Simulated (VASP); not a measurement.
# Si4O in VASP: notebook, part 2 of 2

VASP 6.6.1. Earlier steps stand in the parts before.

## (3) Single point, PBE+D3(BJ), collinear spin, ferromagnetic start

Input file INCAR:

```
  PREC = Accurate
  ENCUT = 520
  EDIFF = 1E-6
  ISMEAR = 0
  SIGMA = 0.05
  LREAL = F
  LASPH = T
  NELM = 150
  ALGO = Fast
  ISIF = 2
  LWAVE = F
  LCHARG = F
  ISPIN = 2
  MAGMOM = 0 0 0 0 2
  LORBIT = 11
  LDIPOL = T
  IDIPOL = 3
  DIPOL = 0.5 0.5 0.326
  GGA = PE
  IVDW = 12
  NBANDS = 23
```

Input file KPOINTS:

```
Automatic mesh
0
Gamma
  7 7 1
```

Input file POSCAR:

```
Si4O
1.0
    3.8333442603      0.0000000000      0.0000000000
    0.0000000000      3.8333442603      0.0000000000
    0.0000000000      0.0000000000     21.2034818054
Si O
4 1
Direct
    0.0000000000      0.5000000000      0.1886482624
    0.0000000000      0.0000000000      0.2525666261
    0.5000000000      0.0000000000      0.3191936744
    0.5000000000      0.5000000000      0.3821769405
    1.0000000000      0.7500000000      0.4859334849
```

Potentials or basis: VASP PAW PBE potentials, release 64 (Si, O).

Launch:

```console
$ cat potpaw_PBE.64/Si/POTCAR potpaw_PBE.64/O/POTCAR > POTCAR
$ mpirun -np 1 vasp_std > vasp.out
```

OUTCAR:

```text
PREC = Accurate
   ENCUT = 520
   EDIFF = 1E-6
   ISMEAR = 0
   LREAL = F
   LASPH = T
   NELM = 150
   ISIF = 2
   ISPIN = 2
   LORBIT = 11
   GGA = PE
   IVDW = 12
 IVDW          = 12

 ion  position               nearest neighbor table
   1  0.000  0.500  0.189-   2 2.35   2 2.35
   2  0.000  0.000  0.253-   1 2.35   1 2.35   3 2.38   3 2.38
   3  0.500  0.000  0.319-   4 2.34   4 2.34   2 2.38   2 2.38
   4  0.500  0.500  0.382-   3 2.34   3 2.34
   5  0.000  0.750  0.486-

  LATTYP: Found a simple tetragonal cell.
 ALAT       =     3.8333442603
 C/A-ratio  =     5.5313273125

  Lattice vectors:

 A1 = (   3.8333442603,   0.0000000000,   0.0000000000)
 A2 = (   0.0000000000,   3.8333442603,   0.0000000000)
 A3 = (   0.0000000000,   0.0000000000,  21.2034818054)

Analysis of symmetry for initial positions (statically):
[... 1041 lines left out ...]

  FORCE on cell =-STRESS in cart. coord.  units (eV):
  Direction    XX          YY          ZZ          XY          YZ          ZX
  --------------------------------------------------------------------------------------
  -------------------------------------------------------------------------------------
  Total      -5.08814    -1.13724    -3.41802     0.00000    -1.38631     0.00000
  in kB     -26.16416    -5.84791   -17.57607     0.00000    -7.12867     0.00000
  external pressure =      -16.53 kB  Pullay stress =        0.00 kB

 VOLUME and BASIS-vectors are now :
 -----------------------------------------------------------------------------
  energy-cutoff  :      520.00
  volume of cell :      311.58
      direct lattice vectors                 reciprocal lattice vectors
     3.833344260  0.000000000  0.000000000     0.260868822  0.000000000  0.000000000
     0.000000000  3.833344260  0.000000000     0.000000000  0.260868822  0.000000000
     0.000000000  0.000000000 21.203481805     0.000000000  0.000000000  0.047162066

 POSITION                                       TOTAL-FORCE (eV/Angst)
 -----------------------------------------------------------------------------------
      0.00000      1.91667      4.00000         0.000000      0.052022     -0.117978
      0.00000      0.00000      5.35529         0.000000      0.055448      0.296809
      1.91667      0.00000      6.76802         0.000000     -0.166170      0.039672
      1.91667      1.91667      8.10348         0.000000      0.623369      1.146195
      0.00000      2.87501     10.30348         0.000000     -0.564668     -1.364698
 -----------------------------------------------------------------------------------
    total drift:                               -0.000000      0.000083      0.000144

  FREE ENERGIE OF THE ION-ELECTRON SYSTEM (eV)
  ---------------------------------------------------
  free  energy   TOTEN  =       -21.7789837451 eV

  energy  without entropy=      -21.7747703450  energy(sigma->0) =      -21.77687705

 vacuum level on the upper side and lower side of the slab         4.444         2.493

 total charge

# of ion       s       p       d       tot
------------------------------------------
    1        0.865   0.720   0.000   1.585
    2        0.776   0.894   0.000   1.669
    3        0.776   0.897   0.000   1.672
    4        0.859   0.679   0.000   1.538
    5        1.617   2.978   0.000   4.595
--------------------------------------------------
tot          4.893   6.167   0.000  11.060

 magnetization (x)

# of ion       s       p       d       tot
------------------------------------------
    1       -0.003  -0.030   0.000  -0.034
    2        0.002  -0.016   0.000  -0.014
    3        0.005  -0.006   0.000  -0.001
    4        0.015  -0.025   0.000  -0.009
    5        0.013   1.236   0.000   1.249
--------------------------------------------------
tot          0.032   1.159   0.000   1.191
```

OSZICAR:

```text
N       E                     dE             d eps       ncg     rms          rms(c)
DAV:   1     0.109207341393E+03    0.10921E+03   -0.70353E+03  1472   0.685E+02
DAV:   2    -0.625439581067E+01   -0.11546E+03   -0.11040E+03  2123   0.132E+02
DAV:   3    -0.220917312843E+02   -0.15837E+02   -0.15109E+02  1879   0.466E+01
[... 34 lines left out ...]
RMM:  38    -0.207761757571E+02   -0.36946E-03   -0.12558E-05  1846   0.150E-02    0.400E-02
RMM:  39    -0.207762051689E+02   -0.29412E-04   -0.13308E-05  1824   0.175E-02    0.258E-02
RMM:  40    -0.207762580450E+02   -0.52876E-04   -0.12409E-05  1887   0.187E-02    0.885E-03
RMM:  41    -0.207762821506E+02   -0.24106E-04   -0.60643E-06  1792   0.123E-02    0.702E-03
RMM:  42    -0.207762862498E+02   -0.40992E-05   -0.10079E-06  1495   0.559E-03    0.297E-03
RMM:  43    -0.207762859899E+02    0.25991E-06   -0.40146E-07  1359   0.316E-03
   1 F= -.21778984E+02 E0= -.21776877E+02  d E =-.421340E-02  mag=     1.3950
```

stdout:

```text
POSCAR found type information on POSCAR SiO
 POSCAR found :  2 types and       5 ions
 scaLAPACK will be used
 LDA part: xc-table for (Slater+PW92), standard interpolation
 POSCAR, INCAR and KPOINTS ok, starting setup
 FFT: planning ... GRIDC
 FFT: planning ... GRID_SOFT
 FFT: planning ... GRID
 WAVECAR not read
 entering main loop
```

Run time: 24 min. Hardware: 1 thread of Oxide Virtual Turin-like, shared host; peak memory 0.53 GiB.

What came out:

```
Free energy                                           : -21.7790 eV
Largest force                                         : 1.477 eV/Å
Net moment                                            : 1.40 μB per cell
Site moments                                          : Si -0.03, -0.01, -0.00 (each value once); O +1.25 μB
Valence electrons inside the program's atomic spheres : Si 1.58, 1.67, 1.54 (each value once); O 4.59
Dispersion energy per atom                            : -0.201 eV
```

Forces on the atoms (eV/Å):
```
Si   0.000  0.052 -0.118
Si   0.000  0.055  0.297
Si   0.000 -0.166  0.040
Si   0.000  0.623  1.146
O    0.000 -0.565 -1.365
```

## (4) Single point, PBE+D3(BJ), collinear spin, ferromagnetic start

Input file INCAR:

```
  PREC = Accurate
  ENCUT = 520
  EDIFF = 1E-7
  ISMEAR = 0
  SIGMA = 0.05
  LREAL = False
  LASPH = True
  NELM = 150
  ALGO = Fast
  ISIF = 2
  LWAVE = False
  LCHARG = True
  ISPIN = 2
  MAGMOM = 0 0 0 0 2
  LORBIT = 11
  LDIPOL = True
  IDIPOL = 3
  DIPOL = 0.5 0.5 0.326
  GGA = PE
  IVDW = 12
  LELF = True
  LVHAR = True
  LVACPOTAV = True
  NBANDS = 23
```

KPOINTS is that of step 3.

POSCAR: that of step 3 with these lines changed.

```diff
@@ -12,2 +12,2 @@
     0.5000000000      0.5000000000      0.3821769405
-    1.0000000000      0.7500000000      0.4859334849
+    0.5000000000      0.6250000000      0.4859334849
```

Launch:

```console
$ cat potpaw_PBE.64/Si/POTCAR potpaw_PBE.64/O/POTCAR > POTCAR
$ mpirun -np 1 vasp_std > vasp.out
```

Run time: 10 min. Hardware: 1 thread of Oxide Virtual Turin-like, shared host; peak memory 0.55 GiB.

Results (log left out):

| Quantity | Value |
| --- | --- |
| Free energy | -23.1120 eV |
| Largest force | 4.290 eV/Å |
| Net moment | 0.91 μB per cell |
| Site moments | Si +0.00, -0.01, +0.01, -0.04; O +0.77 μB |
| Valence electrons inside the program's atomic spheres | Si 1.58, 1.67, 1.52 (each value once); O 4.63 |
| Dispersion energy per atom | -0.197 eV |

Forces in eV/Å, atoms in the order of the input:
```
Si   0.000  0.034 -0.109
Si   0.000  0.070  0.324
Si   0.000 -0.193  0.252
Si   0.000  1.052  3.714
O    0.000 -0.963 -4.181
```

Levels at points of the mesh, in eV from the Fermi level:
Spin up:
| k point | band 7 | band 8 | band 9 | band 10 | band 11 | band 12 | band 13 | band 14 | band 15 | band 16 |
| --- | --- | --- | --- | --- | --- | --- | --- | --- | --- | --- |
| (0.00, 0.00, 0.00) | -1.98 | -1.87 | -1.14 | -0.78 | -0.61 | 1.15 | 1.27 | 1.78 | 2.06 | 3.18 |
Spin down:
```csv
k point,band 7,band 8,band 9,band 10,band 11,band 12,band 13,band 14
"(0.00, 0.00, 0.00)",-1.86,-0.77,-0.49,-0.19,0.40,1.24,1.32,1.79
```

## (5) The runs side by side

```tsv
cell	gap on the mesh (eV)	moment (μB)	largest force (eV/Å)
as given, atomic positions A	none	2.01	0.67
as given, atomic positions B	none	1.40	1.48
as given, atomic positions C	none	0.91	4.29
```

Alike in all rows: task single point; level PBE+D3(BJ); potentials or basis VASP PAW PBE potentials, release 64 (Si, O); spin collinear, ferromagnetic start; k mesh 7 × 7 × 1; cutoff (eV) 520; smearing gaussian 0.05 eV.

Total energies depend on the potentials used, so only differences within one code and one set of settings carry meaning.
